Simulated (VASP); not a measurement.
# Tl in VASP: a series of runs

The runs below take Tl through single point, with PBEsol, PBE+D3(BJ), LDA.

Everything below comes from runs of VASP 6.6.1. Logs are shortened: lines on timing, memory, paths and dates and some standing lists are left out, and cuts for length are marked.

**1. The cell of the first run**

The structure is hexagonal, space group P6_3/mmc (No. 194). Conventional cell: a = 3.524 Å, b = 3.524 Å, c = 5.633 Å, α = 90.00°, β = 90.00°, γ = 120.00°. Tl (site symmetry -6m2) has 12 Tl at 3.47 to 3.52 Å within 4.6 Å.

**2. Single point, PBEsol**

File INCAR:

```
SYSTEM = Tl
PREC     = Accurate       ! precision mode
ENCUT    = 520            ! plane-wave cutoff, eV
EDIFF    = 1E-6           ! SCF threshold, eV
ISMEAR   = -1             ! smearing method
SIGMA    = 0.05           ! smearing width, eV
LREAL    = .False.        ! projectors in reciprocal space
LASPH    = .True.         ! aspherical terms in the spheres
NELM     = 80             ! most SCF steps
ALGO     = Normal         ! electronic algorithm
ISIF     = 2              ! what is computed and relaxed
LWAVE    = .False.        ! write WAVECAR
LCHARG   = .False.        ! write CHGCAR
GGA      = PS             ! functional
NBANDS   = 20             ! bands
```

File KPOINTS:

```
Automatic mesh
0
Gamma
  9 9 5
  0 0 0
```

File POSCAR:

```
Tl
1.0
    3.5237819143      0.0000000000      0.0000000000
   -1.7618909571      3.0516846552      0.0000000000
    0.0000000000      0.0000000000      5.6333608439
Tl
2
Direct
    0.6666666667      0.3333333333      0.7500000000
    0.3333333333      0.6666666667      0.2500000000
```

Potentials or basis: VASP PAW PBE potentials, release 64 (Tl_d).

On the command line:

```sh
$ cat potpaw_PBE.64/Tl_d/POTCAR > POTCAR
$ mpirun -np 1 vasp_std > vasp.out
```

OUTCAR:

```text
SYSTEM = Tl
   PREC = Accurate
   ENCUT = 520
   EDIFF = 1E-6
   ISMEAR = -1
   LREAL = .False.
   LASPH = .True.
   NELM = 80
   ISIF = 2
   GGA = PS

 ion  position               nearest neighbor table
   1  0.667  0.333  0.750-   2 3.47   2 3.47   2 3.47   2 3.47   2 3.47   2 3.47
   2  0.333  0.667  0.250-   1 3.47   1 3.47   1 3.47   1 3.47   1 3.47   1 3.47

  LATTYP: Found a hexagonal cell.
 ALAT       =     3.5237819143
 C/A-ratio  =     1.5986689815

  Lattice vectors:

 A1 = (   3.5237819143,   0.0000000000,   0.0000000000)
 A2 = (  -1.7618909571,   3.0516846552,   0.0000000000)
 A3 = (   0.0000000000,   0.0000000000,   5.6333608439)

Analysis of symmetry for initial positions (statically):
=====================================================================
 Subroutine PRICEL returns:
 Original cell was already a primitive cell.

 Routine SETGRP: Setting up the symmetry group for a
 hexagonal supercell.

 Subroutine GETGRP returns: Found 24 space group operations
 (whereof 12 operations were pure point group operations)
 out of a pool of 24 trial point group operations.

The static configuration has the point symmetry D_3d.
 The point group associated with its full space group is D_6h.

Analysis of symmetry for dynamics (positions and initial velocities):
=====================================================================
 Subroutine PRICEL returns:
 Original cell was already a primitive cell.

 Routine SETGRP: Setting up the symmetry group for a
 hexagonal supercell.

 Subroutine GETGRP returns: Found 24 space group operations
 (whereof 12 operations were pure point group operations)
 out of a pool of 24 trial point group operations.

The dynamic configuration has the point symmetry D_3d.
 The point group associated with its full space group is D_6h.

 Subroutine INISYM returns: Found 24 space group operations
 (whereof 12 operations are pure point group operations),
 and found     1 'primitive' translations

----------------------------------------------------------------------------------------

                                     Primitive cell

  volume of cell :      60.5782

  direct lattice vectors                    reciprocal lattice vectors
     3.523781914  0.000000000  0.000000000     0.283786007  0.163843928  0.000000000
    -1.761890957  3.051684655  0.000000000     0.000000000  0.327687855  0.000000000
     0.000000000  0.000000000  5.633360844     0.000000000  0.000000000  0.177513926

  length of vectors
     3.523781914  3.523781914  5.633360844     0.327687855  0.327687855  0.177513926

  position of ions in fractional coordinates (direct lattice)
     0.666666667  0.333333333  0.750000000
     0.333333333  0.666666667  0.250000000

  ion indices of the primitive-cell ions
   primitive index   ion index
                 1           1
                 2           2

----------------------------------------------------------------------------------------

 KPOINTS: Automatic mesh

Automatic generation of k-mesh.
 Grid dimensions read from file:
 generate k-points for:    9    9    5

 Generating k-lattice:

  Cartesian coordinates                     Fractional coordinates (reciprocal lattice)
     0.031531779  0.018204881  0.000000000     0.111111111  0.000000000  0.000000000
     0.000000000  0.036409762  0.000000000     0.000000000  0.111111111  0.000000000
     0.000000000  0.000000000  0.035502785     0.000000000  0.000000000  0.200000000

  Length of vectors
     0.036409762  0.036409762  0.035502785

  Shift w.r.t. Gamma in fractional coordinates (k-lattice)
     0.000000000  0.000000000  0.000000000

 Subroutine IBZKPT returns following result:
 ===========================================

 Found     36 irreducible k-points:

 Following reciprocal coordinates:
            Coordinates               Weight
  0.000000  0.000000  0.000000      1.000000
  0.111111  0.000000  0.000000      6.000000
  0.222222  0.000000  0.000000      6.000000
  0.333333  0.000000  0.000000      6.000000
  0.444444  0.000000  0.000000      6.000000
  0.111111  0.111111  0.000000      6.000000
[... 16 lines left out ...]
  0.333333  0.222222  0.200000     24.000000
  0.333333  0.333333  0.200000      4.000000
 [... further k-points ...]
   k-points           NKPTS =     36   k-points in BZ     NKDIM =     36   number of bands    NBANDS=     20
   number of dos      NEDOS =    301   number of ions     NIONS =      2
   total plane-waves  NPLWV =  32928
   dimension x,y,z NGX =    28 NGY =   28 NGZ =   42
   dimension x,y,z NGXF=    56 NGYF=   56 NGZF=   84
   ions per type =               2
   NGX,Y,Z   is equivalent  to a cutoff of  13.21, 13.21, 12.39 a.u.
   NGXF,Y,Z  is equivalent  to a cutoff of  26.42, 26.42, 24.79 a.u.
 SYSTEM =  Tl
   PREC   = accura    normal or accurate (medium, high low for compatibility)
   ISTART =      0    job   : 0-new  1-cont  2-samecut
   ICHARG =      2    charge: 1-file 2-atom 10-const
   ISPIN  =      1    spin polarized calculation?
   LNONCOLLINEAR =      F non collinear calculations
   LSORBIT =      F    spin-orbit coupling
   LASPH  =      T    aspherical Exc in radial PAW
   ENCUT  =  520.0 eV  38.22 Ry    6.18 a.u.   6.55  6.55 10.47*2*pi/ulx,y,z
   NELM   =     80;   NELMIN=  2; NELMDL= -5     # of ELM steps
   EDIFF  = 0.1E-05   stopping-criterion for ELM
   LREAL  =      F    real-space projection
   EDIFFG = 0.1E-04   stopping-criterion for IOM
   NSW    =      0    number of steps for IOM
   IBRION =     -1    ionic relax: 0-MD 1-quasi-New 2-CG
   NFREE  =      0    steps in history (QN), initial steepest desc. (CG)
   ISIF   =      2    stress and relaxation
   ISYM   =      2    0-nonsym 1-usesym 2-fastsym
   POTIM  = 0.5000    time-step for ionic-motion
   TEBEG  =    0.0;   TEEND  =   0.0 temperature during run
   PSTRESS=    0.0 pullay stress
   NELECT =      26.0000    total number of electrons
   NUPDOWN=      -1.0000    fix difference up-down
   EMIN   =  10.00;   EMAX   =-10.00  energy-range for DOS
   EFERMI =   0.00;   METHOD = LEGACY
   ISMEAR =    -1;   SIGMA  =   0.05  broadening in eV -4-tet -1-fermi 0-gaus
   EFERMI_NEDOS =   21; number of points for ismear=-14 and -15
   IALGO  =     38    algorithm
   IMIX   =      4    mixing-type and parameters
     AMIX     =   0.40;   BMIX     =  1.00
     AMIX_MAG =   1.60;   BMIX_MAG =  1.00
  volume/ion in A,a.u.               =      30.29       204.40
  Fermi-wavevector in a.u.,A,eV,Ry     =   1.234887  2.333598 20.748147  1.524946
  Thomas-Fermi vector in A             =   2.369559
   LORBIT       =      0    0 simple, 1 ext, 2 COOP (PROOUT), +10 PAW based schemes
   GGA     = PS    functional components
   LHFCALC =     F    Hartree Fock is set to
   AEXX    =    0.0000 exact exchange contribution
   IVDW    =     0    specifies the selected vdW correction
   LEPSILON=     F    determine dielectric tensor
   LRPA    =     F    only Hartree local field effects (RPA)
 non-spin polarized calculation
  energy-cutoff  :      520.00
  volume of cell :       60.58
 maximum number of plane-waves:      1665
 NGX is ok and might be reduce to    28
   NGX = 13   NGY = 13   NGZ = 21

 number of electron      26.0000002 magnetization

 Free energy of the ion-electron system (eV)
  ---------------------------------------------------
  ext. energy  EPLUGINS =         0.00000000
  ---------------------------------------------------
  free energy    TOTEN  =        -5.22822886 eV

  energy without entropy =       -5.21380555  energy(sigma->0) =       -5.22101721

 E-fermi :   5.7486     XC(G=0): -10.0809

 val. band max:        5.7237845699   @ k =   0.2222   0.2222   0.4000
 cond. band min:       5.7774384998   @ k =   0.2222   0.1111   0.2000
 fundamental gap:      0.0536539299
 Fermi energy:         5.7486082741

 k-point     1 :       0.0000    0.0000    0.0000
  band No.  band energies     occupation
      1      -5.8260      2.00000
      2      -5.6403      2.00000
      3      -5.6263      2.00000
      4      -5.6263      2.00000
      5      -5.5807      2.00000
      6      -5.5807      2.00000
[... 12 lines left out ...]
     19      16.1934      0.00000
     20      16.2495      0.00000

 k-point     2 :       0.1111    0.0000    0.0000
  band No.  band energies     occupation
      1      -5.7968      2.00000
      2      -5.6747      2.00000
      3      -5.5896      2.00000
      4      -5.5810      2.00000
      5      -5.5697      2.00000
      6      -5.5489      2.00000
[... 12 lines left out ...]
     19      16.1303      0.00000
     20      17.2751      0.00000

 k-point     3 :       0.2222    0.0000    0.0000
  band No.  band energies     occupation
      1      -5.8167      2.00000
      2      -5.6619      2.00000
      3      -5.6250      2.00000
      4      -5.5896      2.00000
      5      -5.5868      2.00000
      6      -5.4724      2.00000
[... 12 lines left out ...]
     19      15.1911      0.00000
     20      16.7862      0.00000

 k-point     4 :       0.3333    0.0000    0.0000
  band No.  band energies     occupation
      1      -5.8882      2.00000
      2      -5.7257      2.00000
      3      -5.6966      2.00000
      4      -5.6370      2.00000
      5      -5.5145      2.00000
      6      -5.4281      2.00000
[... 12 lines left out ...]
     19      14.2728      0.00000
     20      15.9042      0.00000

 k-point     5 :       0.4444    0.0000    0.0000
  band No.  band energies     occupation
      1      -5.9365      2.00000
      2      -5.7957      2.00000
      3      -5.7319      2.00000
      4      -5.6658      2.00000
      5      -5.4656      2.00000
      6      -5.4654      2.00000
[... 12 lines left out ...]
     19      13.7078      0.00000
     20      15.4500      0.00000

 k-point     6 :       0.1111    0.1111    0.0000
  band No.  band energies     occupation
      1      -5.7628      2.00000
      2      -5.7117      2.00000
      3      -5.5956      2.00000
      4      -5.5816      2.00000
      5      -5.5703      2.00000
      6      -5.5316      2.00000
[... 12 lines left out ...]
     19      16.0849      0.00000
     20      16.5239      0.00000

 k-point     7 :       0.2222    0.1111    0.0000
  band No.  band energies     occupation
      1      -5.8058      2.00000
      2      -5.6913      2.00000
      3      -5.6860      2.00000
      4      -5.6208      2.00000
      5      -5.5484      2.00000
      6      -5.4402      2.00000
[... 12 lines left out ...]
     19      15.2033      0.00000
     20      15.7311      0.00000
[... 277 lines left out ...]
 k-point    20 :       0.3333    0.1111    0.2000
  band No.  band energies     occupation
      1      -5.8497      2.00000
      2      -5.8021      2.00000
      3      -5.6688      2.00000
      4      -5.6460      2.00000
      5      -5.5574      2.00000
      6      -5.4316      2.00000
[... 12 lines left out ...]
     19      15.3158      0.00000
     20      15.4815      0.00000

 k-point    21 :       0.4444    0.1111    0.2000
  band No.  band energies     occupation
      1      -5.8663      2.00000
      2      -5.8419      2.00000
      3      -5.6732      2.00000
      4      -5.6459      2.00000
      5      -5.5903      2.00000
      6      -5.3938      2.00000
[... 12 lines left out ...]
     19      15.1454      0.00000
     20      15.2969      0.00000

 k-point    22 :       0.2222    0.2222    0.2000
  band No.  band energies     occupation
      1      -5.7828      2.00000
      2      -5.7242      2.00000
      3      -5.6772      2.00000
      4      -5.6718      2.00000
      5      -5.5156      2.00000
      6      -5.4591      2.00000
[... 12 lines left out ...]
     19      14.6950      0.00000
     20      17.6654      0.00000

 k-point    23 :       0.3333    0.2222    0.2000
  band No.  band energies     occupation
      1      -5.8099      2.00000
      2      -5.7460      2.00000
      3      -5.6883      2.00000
      4      -5.6101      2.00000
      5      -5.5483      2.00000
      6      -5.4216      2.00000
[... 12 lines left out ...]
     19      13.9618      0.00000
     20      18.1235      0.00000

 k-point    24 :       0.3333    0.3333    0.2000
  band No.  band energies     occupation
      1      -5.8033      2.00000
      2      -5.7004      2.00000
      3      -5.7004      2.00000
      4      -5.5118      2.00000
      5      -5.5118      2.00000
      6      -5.5117      2.00000
[... 12 lines left out ...]
     19      13.1725      0.00000
     20      20.2652      0.00000

 [... further k-points ...]

------------------------ aborting loop because EDIFF is reached ----------------------------------------

  FORCE on cell =-STRESS in cart. coord.  units (eV):
  Direction    XX          YY          ZZ          XY          YZ          ZX
  --------------------------------------------------------------------------------------
  -------------------------------------------------------------------------------------
  Total       -0.7463124     -0.7463124     -0.4285709     -0.0000000     -0.0000000      0.0000000
  in kB      -19.7385379    -19.7385379    -11.3348835     -0.0000000     -0.0000000      0.0000000
  external PRESSURE =     -16.9373198 kB  Pullay stress =       0.0000000 kB

 VOLUME and BASIS-vectors are now :
 -----------------------------------------------------------------------------
  energy-cutoff  :      520.00
  volume of cell :       60.58
      direct lattice vectors                 reciprocal lattice vectors
     3.523781914  0.000000000  0.000000000     0.283786007  0.163843928  0.000000000
    -1.761890957  3.051684655  0.000000000     0.000000000  0.327687855  0.000000000
     0.000000000  0.000000000  5.633360844     0.000000000  0.000000000  0.177513926

 POSITION                                       TOTAL-FORCE (eV/Angst)
 -----------------------------------------------------------------------------------
      1.76189      1.01723      4.22502         0.000000     -0.000000      0.000000
     -0.00000      2.03446      1.40834        -0.000000      0.000000      0.000000
 -----------------------------------------------------------------------------------
    total drift:                                0.000000     -0.000000      0.000000

  FREE ENERGIE OF THE ION-ELECTRON SYSTEM (eV)
  ---------------------------------------------------
  free  energy   TOTEN  =        -5.2282288604 eV

  energy  without entropy=       -5.2138055515  energy(sigma->0) =       -5.22101721
```

It used 61 s of CPU time on 1 thread of AMD EPYC 7R13 Processor (Zen 3), on a shared host.

Results:

```yaml
Free_energy: -5.2282 eV
Pressure: -1.7 GPa
Band_gap_on_the_k_mesh: zero (band 13 reaches 7.73 eV, above the bottom of band 14 at 4.33 eV)
```

Stress tensor (GPa, compression positive):
```
-1.97  0.00  0.00
 0.00 -1.97  0.00
 0.00  0.00 -1.13
```

Caveat: the PAW data sets were made with another functional, which shifts forces and pressure a little; spin-orbit coupling is left out, which moves the levels of the heavy elements.

**3. Single point, PBE+D3(BJ)**

This run uses another cell than the first one, of 28.57 Å³/atom, 0.943 times its volume.

File INCAR:

```
PREC     = Accurate       # precision mode
ENCUT    = 520            # plane-wave cutoff, eV
EDIFF    = 1E-6           # SCF threshold, eV
ISMEAR   = 0              # smearing method
SIGMA    = 0.025          # smearing width, eV
LREAL    = F              # projectors in reciprocal space
LASPH    = T              # aspherical terms in the spheres
NELM     = 100            # most SCF steps
ALGO     = Normal         # electronic algorithm
ISIF     = 2              # what is computed and relaxed
LWAVE    = F              # write WAVECAR
LCHARG   = F              # write CHGCAR
GGA      = PE             # functional
IVDW     = 12             # dispersion correction
NBANDS   = 20             # bands
```

File KPOINTS:

```
Automatic mesh
0
Gamma
  7 7 4
```

File POSCAR:

```
Tl
1.0
    3.4560000000      0.0000000000      0.0000000000
   -1.7280000000      2.9929837955      0.0000000000
    0.0000000000      0.0000000000      5.5250000000
Tl
2
Direct
    0.6885809698      0.3359412007      0.7352341344
    0.3535040302      0.6668397993      0.2233668656
```

Potentials or basis: VASP PAW PBE potentials, release 64 (Tl_d).

On the command line:

```sh
$ cat potpaw_PBE.64/Tl_d/POTCAR > POTCAR
$ mpirun -np 1 vasp_std > vasp.out
```

It took 1.9 min on 1 thread of AMD EPYC 7R13, shared host; peak memory 0.22 GiB.

The run converged. Its results:

- Free energy: -5.0148 eV
- Pressure: 1.3 GPa
- Largest force: 0.007 eV/Å
- Band gap on the k mesh: zero (band 13 reaches 9.96 eV, above the bottom of band 14 at 4.72 eV)
- Dispersion energy per atom: -0.343 eV

Forces in eV/Å, atoms in the order of the input:
```
Tl  -0.001 -0.003 -0.007
Tl   0.001  0.003  0.007
```

Stress tensor (GPa, compression positive):
```
 1.12  0.01 -0.01
 0.01  1.05 -0.02
-0.01 -0.02  1.77
```

Levels at points of the mesh, in eV from the Fermi level:
| k point | band 11 | band 12 | band 13 | band 14 | band 15 | band 16 |
| --- | --- | --- | --- | --- | --- | --- |
| (0.00, 0.00, 0.00) | -10.08 | -5.14 | -2.87 | 7.94 | 7.97 | 10.03 |
| (0.00, 0.00, 0.50) | -8.79 | -8.49 | 3.17 | 3.49 | 8.86 | 8.86 |

Caveat: spin-orbit coupling is left out, which moves the levels of the heavy elements; pairwise dispersion overbinds metals, which lowers pressure and volume.

**4. Single point, LDA**

This run uses another cell than the first one, of 27.33 Å³/atom, 0.902 times its volume.

File INCAR:

```
SYSTEM = Tl
  PREC = Accurate
  ENCUT = 520
  EDIFF = 1E-7
  ISMEAR = -1
  SIGMA = 0.05
  LREAL = .False.
  LASPH = .True.
  NELM = 80
  ALGO = Normal
  ISIF = 2
  LWAVE = .False.
  LCHARG = .True.
  GGA = CA
  LELF = .True.
  LVHAR = .True.
  NBANDS = 20
```

File KPOINTS:

```
Automatic mesh
0
Gamma
  9 9 5
  0 0 0
```

File POSCAR:

```
Tl
1.0
    3.3438447027      0.0000000000      0.0000000000
   -1.6719223514      2.8958544589      0.0000000000
    0.0000000000      0.0000000000      5.6446232326
Tl
2
Direct
    0.6666666667      0.3333333333      0.7500000000
    0.3333333333      0.6666666667      0.2500000000
```

Potentials or basis: VASP PAW LDA potentials, release 64 (Tl_d).

On the command line:

```sh
$ cat potpaw_LDA.64/Tl_d/POTCAR > POTCAR
$ mpirun -np 1 vasp_std > vasp.out
```

Wall time 17 s (1 thread of Intel Xeon Platinum 8488C (Sapphire Rapids), shared host); peak memory 0.16 GiB.

The run converged. Its results:

```
Free energy            : -5.8571 eV
Pressure               : 0.0 GPa
Band gap on the k mesh : zero (band 13 reaches 8.56 eV, above the bottom of band 14 at 5.05 eV)
```

Levels at points of the mesh, in eV from the Fermi level:
```tsv
k point	band 9	band 10	band 11	band 12	band 13	band 14	band 15	band 16	band 17	band 18
(0.00, 0.00, 0.00)	-11.08	-11.08	-10.40	-5.66	-3.23	8.91	8.91	9.83	10.77	10.95
```

Caveat: spin-orbit coupling is left out, which moves the levels of the heavy elements.

**5. Overview**

```csv
level,potentials or basis,cell,k mesh,smearing,gap on the mesh (eV),pressure (GPa)
PBEsol,"VASP PAW PBE potentials, release 64 (Tl_d)","a = 3.524, b = 3.524, c = 5.633 Å, angles 90.0, 90.0, 120.0°, 2 atoms",9 × 9 × 5,fermi-dirac 0.05 eV,none,-1.7
PBE+D3(BJ),"VASP PAW PBE potentials, release 64 (Tl_d)","a = 3.456, b = 3.456, c = 5.525 Å, angles 90.0, 90.0, 120.0°, 2 atoms",7 × 7 × 4,gaussian 0.025 eV,none,1.3
LDA,"VASP PAW LDA potentials, release 64 (Tl_d)","a = 3.344, b = 3.344, c = 5.645 Å, angles 90.0, 90.0, 120.0°, 2 atoms",9 × 9 × 5,fermi-dirac 0.05 eV,none,0.0
```

Alike in all rows: task single point; no spin polarisation; cutoff (eV) 520.

Caveats: spin-orbit coupling is left out, which moves the levels of the heavy elements; the PAW data sets were made with another functional, which shifts forces and pressure a little (some runs); pairwise dispersion overbinds metals, which lowers pressure and volume (some runs).

Total energies depend on the potentials used, so only differences within one code and one set of settings carry meaning.
